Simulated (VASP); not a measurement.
# PbI2 (P-3m1) in VASP: further runs, part 2 of 2

VASP 6.6.1. Earlier steps stand in the parts before.

**4. Single point, LDA**

This run uses another cell than the first one, of 42.37 Å³/atom.

INCAR

```
PREC = Accurate
ENCUT = 500
EDIFF = 1E-6
ISMEAR = 0
SIGMA = 0.01
LREAL = F
LASPH = T
NELM = 120
ALGO = Normal
ISIF = 2
LWAVE = F
LCHARG = F
GGA = CA
NBANDS = 21
GGA_COMPAT = F
```

KPOINTS

```
Automatic mesh
0
Gamma
  6 6 4
```

POSCAR

```
PbI2
1.0
    4.5657259784      0.0000000000      0.0000000000
   -2.2828629892      3.9540346840      0.0000000000
    0.0000000000      0.0000000000      7.0410821984
Pb I
1 2
Direct
    0.0000000000      0.0000000000      0.0000000000
    0.3333333333      0.6666666667      0.2667794177
    0.6666666667      0.3333333333      0.7332205823
```

Potentials or basis: VASP PAW LDA potentials, release 64 (Pb_d, I).

Command:

```sh
$ cat potpaw_LDA.64/Pb_d/POTCAR potpaw_LDA.64/I/POTCAR > POTCAR
$ mpirun -np 1 vasp_std > vasp.out
```

Run time: 68 s. Hardware: 1 thread of Intel Xeon 8259CL, shared host; peak memory 0.23 GiB.

Results (log left out):

| Property | Result |
| --- | --- |
| Free energy | -10.0108 eV |
| Pressure | -1.5 GPa |
| Largest force | 0.175 eV/Å |
| Band gap on the k mesh | 2.04 eV |

Forces in eV/Å, atoms in the order of the input:
```
Pb   0.000  0.000  0.000
I    0.000  0.000 -0.175
I    0.000  0.000  0.175
```

Stress tensor (GPa, compression positive):
```
-1.48  0.00  0.00
 0.00 -1.48  0.00
 0.00  0.00 -1.56
```

Levels at points of the mesh, in eV from the valence-band top:
```csv
k point,band 11,band 12,band 13,band 14,band 15,band 16,band 17,band 18
"(0.00, 0.00, 0.00)",-0.97,-0.88,-0.88,-0.73,2.33,3.23,3.23,6.12
"(0.50, 0.00, 0.00)",-2.04,-1.60,-0.74,-0.38,2.68,3.54,4.52,4.91
"(0.00, 0.00, 0.50)",-1.11,-0.70,-0.70,0.00,2.04,3.05,3.05,6.19
"(0.50, 0.00, 0.50)",-1.74,-1.36,-1.12,-0.69,3.03,3.57,3.98,5.66
```

Caveat: spin-orbit coupling is left out, which moves the levels of the heavy elements. As with any semilocal functional, this LDA gap is likely too small.

**5. Single point, r2SCAN+rVV10**

This run uses another cell than the first one, of 42.37 Å³/atom.

POSCAR is that of step 4.

INCAR.step1

```
SYSTEM = PbI2
PREC = Accurate
ENCUT = 550
ISMEAR = -1
SIGMA = 0.02
LREAL = .FALSE.
LASPH = .TRUE.
NELM = 120
NBANDS = 21
GGA = PE
ALGO = Normal
EDIFF = 1E-5
LWAVE = .TRUE.
LCHARG = .FALSE.
GGA_COMPAT = .FALSE.
```

INCAR.step2

```
SYSTEM = PbI2
PREC = Accurate
ENCUT = 550
EDIFF = 1E-6
ISMEAR = -1
SIGMA = 0.02
LREAL = .FALSE.
LASPH = .TRUE.
NELM = 120
ALGO = Normal
ISIF = 2
LWAVE = .FALSE.
LCHARG = .FALSE.
METAGGA = R2SCAN
LMIXTAU = .TRUE.
LUSE_VDW = .TRUE.
IVDW_NL = 2
BPARAM = 11.95
CPARAM = 0.0093
NBANDS = 21
ISTART = 1
GGA_COMPAT = .FALSE.
```

KPOINTS

```
regular mesh
0
G
  6 6 4
  0 0 0
```

Potentials or basis: VASP PAW PBE potentials, release 64 (Pb_d, I).

Command:

```sh
$ cat potpaw_PBE.64/Pb_d/POTCAR potpaw_PBE.64/I/POTCAR > POTCAR
$ cp INCAR.step1 INCAR
$ mpirun -np 1 vasp_std > vasp.out
$ cp INCAR.step2 INCAR
$ mpirun -np 1 vasp_std > vasp.out
```

It took 9.3 min on 1 thread of Intel Xeon 8259CL, shared host; peak memory 0.56 GiB.

Results (log left out):

```yaml
Free_energy: -106.8023 eV
Pressure: 0.1 GPa
Largest_force: 0.013 eV/Å
Band_gap_on_the_k_mesh: 2.58 eV
```

Forces in eV/Å, atoms in the order of the input:
```
Pb   0.000  0.000  0.000
I    0.000  0.000  0.013
I    0.000  0.000 -0.013
```

Levels at points of the mesh, in eV from the valence-band top:
| k point | band 12 | band 13 | band 14 | band 15 | band 16 | band 17 |
| --- | --- | --- | --- | --- | --- | --- |
| (0.00, 0.00, 0.00) | -0.98 | -0.98 | -0.78 | 2.81 | 3.64 | 3.64 |
| (0.50, 0.00, 0.00) | -1.66 | -0.84 | -0.42 | 3.18 | 3.95 | 4.98 |
| (0.00, 0.00, 0.50) | -0.80 | -0.80 | 0.00 | 2.58 | 3.46 | 3.46 |
| (0.50, 0.00, 0.50) | -1.40 | -1.21 | -0.74 | 3.49 | 4.01 | 4.41 |

Caveat: the PAW data sets were made with another functional, which shifts forces and pressure a little; spin-orbit coupling is left out, which moves the levels of the heavy elements. A k mesh can miss the band edges.

**6. Relaxation of cell and atoms, PBE+D4**

INCAR

```
SYSTEM = PbI2
PREC     = Accurate       ! precision mode
ENCUT    = 500            ! plane-wave cutoff, eV
EDIFF    = 1E-7           ! SCF threshold, eV
ISMEAR   = -1             ! smearing method
SIGMA    = 0.02           ! smearing width, eV
LREAL    = .False.        ! projectors in reciprocal space
LASPH    = .True.         ! aspherical terms in the spheres
NELM     = 120            ! most SCF steps
ALGO     = Normal         ! electronic algorithm
ISIF     = 3              ! what is computed and relaxed
LWAVE    = .False.        ! write WAVECAR
LCHARG   = .False.        ! write CHGCAR
GGA      = PE             ! functional
IVDW     = 13             ! dispersion correction
IBRION   = 2              ! ionic algorithm
NSW      = 80             ! ionic steps
EDIFFG   = -0.005         ! ionic threshold
GGA_COMPAT= .False.      
NELMIN   = 4
```

KPOINTS

```
regular mesh
0
Gamma
  6 6 4
  0 0 0
```

POSCAR

```
PbI2
1.0
    4.5574682466      0.0000000000      0.0000000000
   -2.2787341233      3.9468832785      0.0000000000
    0.0000000000      0.0000000000      6.9603351976
Pb I
1 2
Direct
    0.0000000000      0.0000000000      0.0000000000
    0.3333333333      0.6666666667      0.2712467613
    0.6666666667      0.3333333333      0.7287532387
```

Potentials or basis: VASP PAW PBE potentials, release 64 (Pb_d, I).

Command:

```sh
$ cat potpaw_PBE.64/Pb_d/POTCAR potpaw_PBE.64/I/POTCAR > POTCAR
$ mpirun -np 1 vasp_std > vasp.out
```

Run time: 6.5 min. Hardware: 1 thread of Intel Xeon 8259CL, shared host; peak memory 0.28 GiB.

It converged, with:

| Quantity | Value |
| --- | --- |
| Free energy | -9.5707 eV |
| Relaxed volume | 41.58 Å³/atom |
| Relaxed cell | a = 4.549 Å, b = 4.549 Å, c = 6.959 Å, α = 90.00°, β = 90.00°, γ = 120.00° |
| Space group after relaxing (to 0.1 Å) | P-3m1 (No. 164) |
| Energy gained by relaxing | 0.0 meV/atom |
| Ionic steps | 7 |
| Pressure after relaxing | 0.0 GPa |
| Band gap on the k mesh | 2.17 eV |
| Dispersion energy per atom | -0.339 eV |

Final structure:
```
Pb I
1.0
     4.54940    0.00000    0.00000
    -2.27470    3.93990    0.00000
     0.00000    0.00000    6.95873
Pb I
1 2
Cartesian
  0.0000 0.0000 0.0000
  0.0000 2.6266 1.8925
  2.2747 1.3133 5.0662
```

Levels at points of the mesh, in eV from the valence-band top:
```csv
k point,band 12,band 13,band 14,band 15,band 16,band 17
"(0.00, 0.00, 0.00)",-0.98,-0.98,-0.79,2.47,3.29,3.29
"(0.50, 0.00, 0.00)",-1.75,-0.81,-0.41,2.74,3.52,4.55
"(0.00, 0.00, 0.50)",-0.77,-0.77,0.00,2.17,3.09,3.09
"(0.50, 0.00, 0.50)",-1.48,-1.24,-0.74,3.07,3.60,4.01
```

Caveat: spin-orbit coupling is left out, which moves the levels of the heavy elements.

**7. Relaxation of cell and atoms, PBE+D3(BJ)**

INCAR

```
  PREC = Accurate
  ENCUT = 500
  EDIFF = 1E-7
  ISMEAR = -1
  SIGMA = 0.02
  LREAL = False
  LASPH = True
  NELM = 120
  ALGO = Normal
  ISIF = 3
  LWAVE = False
  LCHARG = False
  GGA = PE
  IVDW = 12
  IBRION = 2
  NSW = 80
  EDIFFG = -0.005
  GGA_COMPAT = False
  NELMIN = 4
```

KPOINTS

```
Automatic mesh
0
Gamma
  6 6 4
```

POSCAR

```
PbI2
1.0
    4.5550000000      0.0000000000      0.0000000000
   -2.2775000000      3.9447457142      0.0000000000
    0.0000000000      0.0000000000      6.9770000000
Pb I
1 2
Direct
    0.0000000000      0.0000000000      0.0000000000
    0.3333333333      0.6666666667      0.2650000000
    0.6666666667      0.3333333333      0.7350000000
```

Command:

```sh
$ cat potpaw_PBE.64/Pb_d/POTCAR potpaw_PBE.64/I/POTCAR > POTCAR
$ mpirun -np 1 vasp_std > vasp.out
```

Wall time 9 min (1 thread of Intel Xeon 8259CL, shared host); peak memory 0.29 GiB.

Results (log left out):

* Free energy: -9.4691 eV
* Relaxed volume: 41.78 Å³/atom
* Relaxed cell: a = 4.558 Å, b = 4.558 Å, c = 6.967 Å, α = 90.00°, β = 90.00°, γ = 120.00°
* Space group after relaxing (to 0.1 Å): P-3m1 (No. 164)
* Energy gained by relaxing: 2.5 meV/atom
* Ionic steps: 9
* Pressure after relaxing: 0.0 GPa
* Band gap on the k mesh: 2.18 eV
* Dispersion energy per atom: -0.304 eV

The path:
```
step  energy change (eV)  largest force (eV/Å)  pressure (GPa)  volume (Å³)
   1              0.0000                0.1785            0.53       125.36
   2             -0.0050                0.0427           -0.12       127.89
   3             -0.0051                0.0556           -0.06       127.64
   4             -0.0055                0.0506           -0.06       127.44
   5             -0.0065                0.0355           -0.04       126.83
   6             -0.0071                0.0037            0.00       125.61
   7             -0.0071                0.0085            0.00       125.79
   8             -0.0073                0.0058            0.00       125.65
   9             -0.0075                0.0013            0.00       125.33
```

Final structure:
```xyz
3
Lattice="4.5577 0.0000 0.0000 -2.2788 3.9470 0.0000 0.0000 0.0000 6.9668" Properties=species:S:1:pos:R:3 pbc="T T T"
Pb    0.0000    0.0000    0.0000
I     0.0000    2.6314    1.8895
I     2.2788    1.3157    5.0772
```

Levels at points of the mesh, in eV from the valence-band top:
| k point | band 10 | band 11 | band 12 | band 13 | band 14 | band 15 | band 16 | band 17 | band 18 |
| --- | --- | --- | --- | --- | --- | --- | --- | --- | --- |
| (0.00, 0.00, 0.00) | -1.02 | -1.02 | -0.97 | -0.97 | -0.77 | 2.47 | 3.30 | 3.30 | 6.40 |
| (0.50, 0.00, 0.00) | -2.48 | -2.09 | -1.71 | -0.79 | -0.40 | 2.76 | 3.54 | 4.56 | 4.96 |
| (0.00, 0.00, 0.50) | -1.18 | -1.18 | -0.76 | -0.76 | 0.00 | 2.18 | 3.10 | 3.10 | 6.25 |
| (0.50, 0.00, 0.50) | -1.84 | -1.75 | -1.45 | -1.21 | -0.72 | 3.09 | 3.62 | 4.02 | 5.74 |

Caveat: spin-orbit coupling is left out, which moves the levels of the heavy elements.

**8. Summary**

| task | level | potentials or basis | cell | cutoff (eV) | smearing | gap on the mesh (eV) | pressure (GPa) | relaxed volume (Å³/atom) | largest force (eV/Å) |
| --- | --- | --- | --- | --- | --- | --- | --- | --- | --- |
| single point | PBE+D3(BJ) | VASP PAW PBE potentials, release 64 (Pb_d, I) | a = 4.557, b = 4.557, c = 6.960 Å, angles 90.0, 90.0, 120.0°, 3 atoms, atomic positions A | 500 | fermi-dirac 0.02 eV | 2.18 | 0.0 | - | - |
| single point | PBE+D4 | VASP PAW PBE potentials, release 64 (Pb_d, I) | a = 4.554, b = 4.554, c = 6.957 Å, angles 90.0, 90.0, 120.0°, 3 atoms, atomic positions B | 500 | fermi-dirac 0.02 eV | 2.17 | 0.0 | - | - |
| single point | LDA | VASP PAW LDA potentials, release 64 (Pb_d, I) | a = 4.566, b = 4.566, c = 7.041 Å, angles 90.0, 90.0, 120.0°, 3 atoms, atomic positions C | 500 | gaussian 0.01 eV | 2.04 | -1.5 | - | 0.18 |
| single point | r2SCAN+rVV10 | VASP PAW PBE potentials, release 64 (Pb_d, I) | a = 4.566, b = 4.566, c = 7.041 Å, angles 90.0, 90.0, 120.0°, 3 atoms, atomic positions C | 550 | fermi-dirac 0.02 eV | 2.58 | 0.1 | - | 0.01 |
| relaxation of cell and atoms | PBE+D4 | VASP PAW PBE potentials, release 64 (Pb_d, I) | relaxed from a = 4.557, b = 4.557, c = 6.960 Å, angles 90.0, 90.0, 120.0°, 3 atoms, atomic positions A | 500 | fermi-dirac 0.02 eV | 2.17 | 0.0 | 41.58 | - |
| relaxation of cell and atoms | PBE+D3(BJ) | VASP PAW PBE potentials, release 64 (Pb_d, I) | relaxed from a = 4.555, b = 4.555, c = 6.977 Å, angles 90.0, 90.0, 120.0°, 3 atoms, atomic positions D | 500 | fermi-dirac 0.02 eV | 2.18 | 0.0 | 41.78 | - |

Alike in all rows: no spin polarisation; k mesh 6 × 6 × 4.

Caveats: spin-orbit coupling is left out, which moves the levels of the heavy elements; the PAW data sets were made with another functional, which shifts forces and pressure a little (at least some runs).

Total energies depend on the potentials used, so only differences within one code and one set of settings carry meaning.
